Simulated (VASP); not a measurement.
Write the native input for VASP 6.6.1 that does the following.

```
Task                   : single point
Functional             : PBE
Potentials or basis    : VASP PAW PBE potentials, release 64 (Ge_d, H)
Cutoff                 : 410 eV
k mesh                 : 3 × 3 × 1
Occupations            : gaussian, width 0.05 eV
Spin                   : no spin polarisation
Dipole correction      : yes
Further INCAR settings : ALGO = Normal; EDIFF = 1e-06; NBANDS = 164; NELMDL = -8
```

The structure of Ge5H2 lies in POSCAR:

```
Ge5H2
1.0
    8.1473826809      0.0000000000      0.0000000000
    0.0000000000      8.1473826809      0.0000000000
    0.0000000000      0.0000000000     19.5175094652
Ge H
20 8
Direct
    0.5000000000      0.5000000000      0.2513865784
    0.5000000000      0.0000000000      0.2513865784
    0.0000000000      0.5000000000      0.2513865784
    0.0000000000      0.0000000000      0.2513865784
    0.7500000000      0.5000000000      0.3251801834
    0.7500000000      0.0000000000      0.3251801834
    0.2500000000      0.5000000000      0.3251801834
    0.2500000000      0.0000000000      0.3251801834
    0.7444586065      0.7488474989      0.4020069718
    0.7444586065      0.2511525011      0.4020069718
    0.2613965190      0.7482765667      0.3960467386
    0.2613965190      0.2517234333      0.3960467386
    0.0058239892      0.7458877415      0.4750215904
    0.0058239892      0.2541122585      0.4750215904
    0.4931970007      0.7494607123      0.4793918255
    0.4931970007      0.2505392877      0.4793918255
    0.1492185895      0.0000000000      0.5100307632
    0.1514210191      0.5000000000      0.5216613455
    0.4380354804      0.0000000000      0.5549927591
    0.4502937574      0.5000000000      0.5583892270
    0.5083944213      0.6502083350      0.2033868863
    0.5083944213      0.3497916650      0.2033868863
    0.5083944213      0.1502083350      0.2033868863
    0.5083944213     -0.1502083350      0.2033868863
   -0.0083944213      0.3497916650      0.2033868863
   -0.0083944213      0.6502083350      0.2033868863
   -0.0083944213     -0.1502083350      0.2033868863
   -0.0083944213      0.1502083350      0.2033868863
```

One way to write it, as run:

INCAR

```
PREC = Accurate
ENCUT = 410
EDIFF = 1E-6
ISMEAR = 0
SIGMA = 0.05
LREAL = False
LASPH = True
NELM = 120
ALGO = Normal
ISIF = 2
LWAVE = False
LCHARG = False
LDIPOL = True
IDIPOL = 3
DIPOL = 0.5 0.5 0.342
GGA = PE
NBANDS = 164
GGA_COMPAT = False
NELMDL = -8
```

KPOINTS

```
Automatic mesh
0
Gamma
  3 3 1
```

Potentials or basis: VASP PAW PBE potentials, release 64 (Ge_d, H).

The run is started by

```bash
$ cat potpaw_PBE.64/Ge_d/POTCAR potpaw_PBE.64/H/POTCAR > POTCAR
$ mpirun -np 1 vasp_std > vasp.out
```

It gave:

The largest force is 0.765 eV/Å and the band gap on the k mesh is 0.45 eV.

Wall time 39 min on 1 thread of Intel(R) Xeon(R) Platinum 8488C (Sapphire Rapids), on a shared host, peak memory 1 GiB.
